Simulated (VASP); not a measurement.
CuI: electric field gradients with PBE

Crystal: CuI.

```
Cu I
1.0
     3.80639   -3.78387    0.00000
     3.80639    3.78387    0.00000
     0.00000    0.00000    4.39147
Cu I
2 2
Direct
  0.42044 0.57956 0.75000
  0.57956 0.42044 0.25000
  0.77004 0.22996 0.75000
  0.22996 0.77004 0.25000
```

This cell differs from its parent crystal: volume scaled by 1.06.

```
Program                : VASP 6.6.1
Task                   : electric field gradients
Functional             : PBE
Potentials or basis    : VASP PAW PBE potentials, release 64 (Cu, I)
Cutoff                 : 520 eV
k mesh                 : 5 × 5 × 6
Occupations            : fermi-dirac, width 0.02 eV
Spin                   : no spin polarisation
Dipole correction      : no
Further INCAR settings : ALGO = Normal; EDIFF = 1e-08; NBANDS = 26
```

```
Pressure               : -0.7 GPa
Largest force          : 0.296 eV/Å
Band gap on the k mesh : 0.98 eV, direct
```

Forces on the atoms (eV/Å):
```
Cu   0.000  0.011  0.000
Cu   0.000 -0.011  0.000
I    0.000  0.296  0.000
I    0.000 -0.296  0.000
```

Stress tensor (GPa, compression positive):
```
 0.50  0.00  0.00
 0.00 -1.19  0.00
 0.00  0.00 -1.50
```

Levels at points of the mesh, in eV from the valence-band top:
```csv
k point,band 15,band 16,band 17,band 18,band 19,band 20,band 21,band 22
"(0.00, 0.00, 0.00)",-1.60,-1.33,-0.83,0.00,0.98,2.00,2.46,4.69
"(0.00, 0.00, 0.50)",-1.61,-1.61,-1.46,-1.46,3.50,3.50,3.96,3.96
```

Electric field gradients, principal values (V/Å²):
```
atom    least   middle  greatest (by size)
1 Cu  -11.384  -33.554              44.937
2 Cu  -11.384  -33.554              44.937
 3 I  110.952  312.071            -423.022
 4 I  110.952  312.071            -423.022
```

It took 3.7 min on 1 thread of AMD EPYC 7R43 64-Core Processor (Zen 3) (shared host), peak memory 0.25 GiB.

Caveat: without QUAD_EFG the Cq values of the log hold for a quadrupole moment of 1 mb, not for the nuclei; spin-orbit coupling is left out, which moves the levels of the heavy elements. A k mesh can miss the band edges.
